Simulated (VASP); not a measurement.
Write the native input for VASP 6.6.1 that does the following.

| Item | Value |
| --- | --- |
| Task | single point |
| Functional | r2SCAN |
| Potentials or basis | VASP PAW PBE potentials, release 64 (O) |
| Cutoff | 520 eV |
| k mesh | 10 × 10 × 7 |
| Occupations | fermi-dirac, width 0.05 eV |
| Spin | no spin polarisation |
| Dipole correction | no |
| Further INCAR settings | ALGO = Normal; EDIFF = 1e-06; NBANDS = 13 |

Crystal: O.

```
O
1.0
     2.90733   -1.69502    0.00000
     2.90733    1.69502    0.00000
    -2.44145    0.00000    3.71858
O
2
Direct
  0.97455 0.97455 0.84443
  0.02545 0.02545 0.15557
```

These files were run (other wordings do the same):

POSCAR

```
O
1.0
    2.9073269111     -1.6950206086      0.0000000000
    2.9073269111      1.6950206086      0.0000000000
   -2.4414541381      0.0000000000      3.7185791300
O
2
Direct
    0.9745461700      0.9745461700      0.8444259800
    0.0254538300      0.0254538300      0.1555740200
```

INCAR.step1

```
SYSTEM = O
ALGO = Normal
EDIFF = 1E-4
ENCUT = 520
GGA = PE
ISMEAR = -1
LASPH = .True.
LCHARG = .False.
LREAL = .False.
LWAVE = .True.
NBANDS = 13
NELM = 80
PREC = Accurate
SIGMA = 0.05
```

INCAR.step2

```
SYSTEM = O
ALGO = Normal
EDIFF = 1E-6
ENCUT = 520
ISIF = 2
ISMEAR = -1
ISTART = 1
LASPH = .True.
LCHARG = .False.
LMIXTAU = .True.
LREAL = .False.
LWAVE = .False.
METAGGA = R2SCAN
NBANDS = 13
NELM = 80
PREC = Accurate
SIGMA = 0.05
```

KPOINTS

```
k-points
0
Gamma
  10 10 7
  0 0 0
```

Potentials or basis: VASP PAW PBE potentials, release 64 (O).

The run is started by

```sh
$ cat potpaw_PBE.64/O/POTCAR > POTCAR
$ cp INCAR.step1 INCAR
$ mpirun -np 1 vasp_std > vasp.out
$ cp INCAR.step2 INCAR
$ mpirun -np 1 vasp_std > vasp.out
```

Results of the run:

- Pressure: -5.4 GPa
- Largest force: 1.450 eV/Å
- Band gap on the k mesh: zero (band 6 reaches -2.46 eV, above the bottom of band 7 at -2.70 eV)

Caveat: the standard files for N, O and F lose accuracy on very short bonds; spin is off for a triplet molecule; the PAW data sets were made with another functional, which shifts forces and pressure a little.

Run time: 6.1 min on 1 thread of Intel(R) Xeon(R) Platinum 8259CL CPU @ 2.50GHz (Skylake/Cascade Lake), with other jobs on the host, peak memory 0.21 GiB.
